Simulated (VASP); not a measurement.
Write the native input for VASP 6.6.1 that does the following.

| Item | Value |
| --- | --- |
| Task | single point |
| Functional | PBE |
| Potentials or basis | VASP PAW PBE potentials, release 64 (Nb_sv, As) |
| Cutoff | 520 eV |
| k mesh | 12 × 12 × 12 |
| Occupations | gaussian, width 0.05 eV |
| Spin | no spin polarisation |
| Dipole correction | no |
| Further INCAR settings | ALGO = Normal; EDIFF = 1e-06; NBANDS = 16 |

The structure of NbAs lies in POSCAR:

```
NbAs
1.0
    0.0000000000      2.6377696511      2.6377696511
    2.6377696511      0.0000000000      2.6377696511
    2.6377696511      2.6377696511      0.0000000000
Nb As
1 1
Direct
    0.5151643264      0.4848356736      0.5151643264
    0.0000000000      0.0000000000      0.0000000000
```

This cell differs from its parent crystal: atom 1 (Nb) moved 0.08 Å along y.

The input as run:

INCAR

```
SYSTEM = NbAs
ALGO = Normal
EDIFF = 1E-6
ENCUT = 520
GGA = PE
ISIF = 2
ISMEAR = 0
LASPH = .True.
LCHARG = .False.
LREAL = .False.
LWAVE = .False.
NBANDS = 16
NELM = 60
PREC = Accurate
SIGMA = 0.05
```

KPOINTS

```
k-points
0
Gamma
  12 12 12
  0 0 0
```

Potentials or basis: VASP PAW PBE potentials, release 64 (Nb_sv, As).

The run is started by

```bash
$ cat potpaw_PBE.64/Nb_sv/POTCAR potpaw_PBE.64/As/POTCAR > POTCAR
$ mpirun -np 1 vasp_std > vasp.out
```

Results of the run:

```
Pressure               : 0.3 GPa
Largest force          : 0.532 eV/Å
Band gap on the k mesh : zero (bands 9 and 10 overlap by 1.82 eV)
```

Caveat: the cell differs from its parent crystal (atom 1 (Nb) moved 0.08 Å along y).

Run time: 70 s on 1 thread of AMD EPYC 7R13 Processor (Zen 3) (shared host), peak memory 0.2 GiB.
